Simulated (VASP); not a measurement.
# Sn (Fd-3m) in VASP: notebook

Runs on Sn. Level: PBEsol. Tasks: single point.

Program: VASP 6.6.1. These are calculated values, not measurements. Logs are shortened: lines on timing, memory, paths and dates and some standing lists are left out, and cuts for length are marked.

### 1 The cell of the first run

It takes space group Fd-3m (No. 227, cubic). Conventional cell: a = 6.467 Å, b = 6.467 Å, c = 6.467 Å, α = 90.00°, β = 90.00°, γ = 90.00°. Sn (site symmetry -43m) has 4 Sn at 2.80 Å within 3.7 Å.

### 2 Single point, PBEsol

Input file INCAR:

```
SYSTEM = Sn
PREC = Accurate ; ENCUT = 520
EDIFF = 1E-7 ; ISMEAR = 1
SIGMA = 0.1 ; LREAL = .FALSE.
LASPH = .TRUE. ; NELM = 100
ALGO = Normal ; ISIF = 2
LWAVE = .FALSE. ; LCHARG = .TRUE.
GGA = PS ; LELF = .TRUE.
LVHAR = .TRUE. ; NBANDS = 21
```

Input file KPOINTS:

```
Automatic mesh
0
G
  2 2 2
  0 0 0
```

Input file POSCAR:

```
Sn
1.0
    4.5726370000      0.0000000000      0.0000000000
    2.2863185000      3.9600198043      0.0000000000
    2.2863185000      1.3200066014      3.7335424763
Sn
2
Direct
    0.0000000000      0.0000000000      0.0000000000
    0.2500000000      0.2500000000      0.2500000000
```

Potentials or basis: VASP PAW PBE potentials, release 64 (Sn_d).

The run is started by

```bash
cat potpaw_PBE.64/Sn_d/POTCAR > POTCAR
mpirun -np 1 vasp_std > vasp.out
```

OUTCAR:

```text
SYSTEM = Sn
   PREC = Accurate
   ENCUT = 520
   EDIFF = 1E-7
   ISMEAR = 1
   LREAL = .FALSE.
   LASPH = .TRUE.
   NELM = 100
   ISIF = 2
   GGA = PS

 ion  position               nearest neighbor table
   1  0.000  0.000  0.000-   2 2.80   2 2.80   2 2.80   2 2.80
   2  0.250  0.250  0.250-   1 2.80   1 2.80   1 2.80   1 2.80

  LATTYP: Found a face centered cubic cell.
 ALAT       =     6.4666852612

  Lattice vectors:

 A1 = (   4.5726370000,   0.0000000000,   0.0000000000)
 A2 = (   2.2863185000,   3.9600198043,   0.0000000000)
 A3 = (   2.2863185000,   1.3200066014,   3.7335424763)

Analysis of symmetry for initial positions (statically):
=====================================================================
 Subroutine PRICEL returns:
 Original cell was already a primitive cell.

 Routine SETGRP: Setting up the symmetry group for a
 face centered cubic supercell.

 Subroutine GETGRP returns: Found 48 space group operations
 (whereof 24 operations were pure point group operations)
 out of a pool of 48 trial point group operations.

The static configuration has the point symmetry T_d .
 The point group associated with its full space group is O_h .

Analysis of symmetry for dynamics (positions and initial velocities):
=====================================================================
 Subroutine PRICEL returns:
 Original cell was already a primitive cell.

 Routine SETGRP: Setting up the symmetry group for a
 face centered cubic supercell.

 Subroutine GETGRP returns: Found 48 space group operations
 (whereof 24 operations were pure point group operations)
 out of a pool of 48 trial point group operations.

The dynamic configuration has the point symmetry T_d .
 The point group associated with its full space group is O_h .

 Subroutine INISYM returns: Found 48 space group operations
 (whereof 24 operations are pure point group operations),
 and found     1 'primitive' translations

----------------------------------------------------------------------------------------

                                     Primitive cell

  volume of cell :      67.6060

  direct lattice vectors                    reciprocal lattice vectors
     4.572637000  0.000000000  0.000000000     0.218692190 -0.126261995 -0.089280713
     2.286318500  3.960019804  0.000000000     0.000000000  0.252523990 -0.089280713
     2.286318500  1.320006601  3.733542476     0.000000000  0.000000000  0.267842138

  length of vectors
     4.572637000  4.572637000  4.572637000     0.267842138  0.267842138  0.267842138

  position of ions in fractional coordinates (direct lattice)
     0.000000000  0.000000000  0.000000000
     0.250000000  0.250000000  0.250000000

  ion indices of the primitive-cell ions
   primitive index   ion index
                 1           1
                 2           2

----------------------------------------------------------------------------------------

 KPOINTS: Automatic mesh

Automatic generation of k-mesh.
 Grid dimensions read from file:
 generate k-points for:    2    2    2

 Generating k-lattice:

  Cartesian coordinates                     Fractional coordinates (reciprocal lattice)
     0.109346095 -0.063130997 -0.044640356     0.500000000  0.000000000  0.000000000
     0.000000000  0.126261995 -0.044640356     0.000000000  0.500000000 -0.000000000
     0.000000000  0.000000000  0.133921069     0.000000000  0.000000000  0.500000000

  Length of vectors
     0.133921069  0.133921069  0.133921069

  Shift w.r.t. Gamma in fractional coordinates (k-lattice)
     0.000000000  0.000000000  0.000000000

 Subroutine IBZKPT returns following result:
 ===========================================

 Found      3 irreducible k-points:

 Following reciprocal coordinates:
            Coordinates               Weight
  0.000000  0.000000  0.000000      1.000000
  0.500000  0.000000  0.000000      4.000000
  0.500000  0.500000  0.000000      3.000000
   k-points           NKPTS =      3   k-points in BZ     NKDIM =      3   number of bands    NBANDS=     21
   number of dos      NEDOS =    301   number of ions     NIONS =      2
   total plane-waves  NPLWV =  46656
   dimension x,y,z NGX =    36 NGY =   36 NGZ =   36
   dimension x,y,z NGXF=    72 NGYF=   72 NGZF=   72
   ions per type =               2
   NGX,Y,Z   is equivalent  to a cutoff of  13.09, 13.09, 13.09 a.u.
   NGXF,Y,Z  is equivalent  to a cutoff of  26.18, 26.18, 26.18 a.u.
 SYSTEM =  Sn
   PREC   = accura    normal or accurate (medium, high low for compatibility)
   ISTART =      0    job   : 0-new  1-cont  2-samecut
   ICHARG =      2    charge: 1-file 2-atom 10-const
   ISPIN  =      1    spin polarized calculation?
   LNONCOLLINEAR =      F non collinear calculations
   LSORBIT =      F    spin-orbit coupling
   LASPH  =      T    aspherical Exc in radial PAW
   ENCUT  =  520.0 eV  38.22 Ry    6.18 a.u.   8.50  8.50  8.50*2*pi/ulx,y,z
   NELM   =    100;   NELMIN=  2; NELMDL= -5     # of ELM steps
   EDIFF  = 0.1E-06   stopping-criterion for ELM
   LREAL  =      F    real-space projection
   EDIFFG = 0.1E-05   stopping-criterion for IOM
   NSW    =      0    number of steps for IOM
   IBRION =     -1    ionic relax: 0-MD 1-quasi-New 2-CG
   NFREE  =      0    steps in history (QN), initial steepest desc. (CG)
   ISIF   =      2    stress and relaxation
   ISYM   =      2    0-nonsym 1-usesym 2-fastsym
   POTIM  = 0.5000    time-step for ionic-motion
   TEBEG  =    0.0;   TEEND  =   0.0 temperature during run
   PSTRESS=    0.0 pullay stress
   NELECT =      28.0000    total number of electrons
   NUPDOWN=      -1.0000    fix difference up-down
   EMIN   =  10.00;   EMAX   =-10.00  energy-range for DOS
   EFERMI =   0.00;   METHOD = LEGACY
   ISMEAR =     1;   SIGMA  =   0.10  broadening in eV -4-tet -1-fermi 0-gaus
   EFERMI_NEDOS =   21; number of points for ismear=-14 and -15
   IALGO  =     38    algorithm
   IMIX   =      4    mixing-type and parameters
     AMIX     =   0.40;   BMIX     =  1.00
     AMIX_MAG =   1.60;   BMIX_MAG =  1.00
  volume/ion in A,a.u.               =      33.80       228.11
  Fermi-wavevector in a.u.,A,eV,Ry     =   1.220298  2.306028 20.260795  1.489126
  Thomas-Fermi vector in A             =   2.355520
   LORBIT       =      0    0 simple, 1 ext, 2 COOP (PROOUT), +10 PAW based schemes
   GGA     = PS    functional components
   LHFCALC =     F    Hartree Fock is set to
   AEXX    =    0.0000 exact exchange contribution
   IVDW    =     0    specifies the selected vdW correction
   LEPSILON=     F    determine dielectric tensor
   LRPA    =     F    only Hartree local field effects (RPA)
 non-spin polarized calculation
 Methfessel and Paxton  Order N= 1 SIGMA  =   0.10
  energy-cutoff  :      520.00
  volume of cell :       67.61
 maximum number of plane-waves:      1837
 NGX is ok and might be reduce to    36
   NGX = 17   NGY = 17   NGZ = 17

 number of electron      28.0000008 magnetization

 Free energy of the ion-electron system (eV)
  ---------------------------------------------------
  ext. energy  EPLUGINS =         0.00000000
  ---------------------------------------------------
  free energy    TOTEN  =        -6.21812163 eV

  energy without entropy =       -6.20860029  energy(sigma->0) =       -6.21494785

 E-fermi :   5.6756     XC(G=0):  -9.0312

 val. band max:        5.6726036619   @ k =   0.5000   0.0000   0.0000
 cond. band min:       5.8097771633   @ k =   0.0000   0.0000   0.0000
 fundamental gap:      0.1371735014
 Fermi energy:         5.6755885297

 k-point     1 :       0.0000    0.0000    0.0000
  band No.  band energies     occupation
      1     -15.7376      2.00000
      2     -15.7376      2.00000
      3     -15.7376      2.00000
      4     -15.6763      2.00000
      5     -15.6763      2.00000
      6     -15.3521      2.00000
      7     -15.3521      2.00000
      8     -15.3521      2.00000
      9     -15.3403      2.00000
     10     -15.3403      2.00000
     11      -4.9848      2.00000
     12       5.1375      2.00000
     13       5.8098     -0.06733
     14       5.8098     -0.06733
     15       5.8098     -0.06733
     16       7.8330      0.00000
     17       7.8330      0.00000
     18       7.8330      0.00000
     19      10.5678      0.00000
     20      13.6644      0.00000
     21      13.6645      0.00000

 k-point     2 :       0.5000    0.0000    0.0000
  band No.  band energies     occupation
      1     -15.7754      2.00000
      2     -15.7754      2.00000
      3     -15.7100      2.00000
      4     -15.6127      2.00000
      5     -15.6127      2.00000
      6     -15.4130      2.00000
      7     -15.4130      2.00000
      8     -15.3873      2.00000
      9     -15.2923      2.00000
     10     -15.2923      2.00000
     11      -3.3264      2.00000
     12      -0.6485      2.00000
     13       4.5741      2.00000
     14       4.5741      2.00000
     15       5.6726      1.05050
     16       8.8949      0.00000
     17       8.8949      0.00000
     18      11.1889      0.00000
     19      14.1758      0.00000
     20      14.4677      0.00000
     21      14.4680      0.00000

 k-point     3 :       0.5000    0.5000    0.0000
  band No.  band energies     occupation
      1     -15.7910      2.00000
      2     -15.7910      2.00000
      3     -15.6518      2.00000
      4     -15.6518      2.00000
      5     -15.5062      2.00000
      6     -15.5062      2.00000
      7     -15.4192      2.00000
      8     -15.4192      2.00000
      9     -15.2707      2.00000
     10     -15.2707      2.00000
     11      -1.8414      2.00000
     12      -1.8414      2.00000
     13       3.1935      2.00000
     14       3.1935      2.00000
     15       6.4302     -0.00000
     16       6.4302     -0.00000
     17      13.4833      0.00000
     18      13.4833      0.00000
     19      15.0395      0.00000
     20      15.0395      0.00000
     21      16.1316      0.00000

------------------------ aborting loop because EDIFF is reached ----------------------------------------

  FORCE on cell =-STRESS in cart. coord.  units (eV):
  Direction    XX          YY          ZZ          XY          YZ          ZX
  --------------------------------------------------------------------------------------
  -------------------------------------------------------------------------------------
  Total        4.6221189      4.6221189      4.6221189      0.0000000     -0.0000000      0.0000000
  in kB      109.5384302    109.5384302    109.5384302      0.0000000     -0.0000000      0.0000000
  external PRESSURE =     109.5384302 kB  Pullay stress =       0.0000000 kB

 VOLUME and BASIS-vectors are now :
 -----------------------------------------------------------------------------
  energy-cutoff  :      520.00
  volume of cell :       67.61
      direct lattice vectors                 reciprocal lattice vectors
     4.572637000  0.000000000  0.000000000     0.218692190 -0.126261995 -0.089280713
     2.286318500  3.960019804  0.000000000     0.000000000  0.252523990 -0.089280713
     2.286318500  1.320006601  3.733542476     0.000000000  0.000000000  0.267842138

 POSITION                                       TOTAL-FORCE (eV/Angst)
 -----------------------------------------------------------------------------------
      0.00000      0.00000      0.00000        -0.000000      0.000000     -0.000000
      2.28632      1.32001      0.93339         0.000000     -0.000000      0.000000
 -----------------------------------------------------------------------------------
    total drift:                                0.000000      0.000000      0.000000

  FREE ENERGIE OF THE ION-ELECTRON SYSTEM (eV)
  ---------------------------------------------------
  free  energy   TOTEN  =        -6.2181216328 eV

  energy  without entropy=       -6.2086002909  energy(sigma->0) =       -6.21494785
```

Run time: 8.9 s. Hardware: 1 thread of Intel Xeon 8259CL, shared host; peak memory 0.19 GiB.

What came out:

```
Free energy            : -6.2181 eV
Pressure               : 11.0 GPa
Band gap on the k mesh : zero (band 14 reaches 5.81 eV, above the bottom of band 15 at 5.67 eV)
```

Caveat: the k points lie up to 0.84 Å⁻¹ apart; the PAW data sets were made with another functional, which shifts forces and pressure a little; spin-orbit coupling is left out, which moves the levels of the heavy elements.

[end of part 1 of 2]
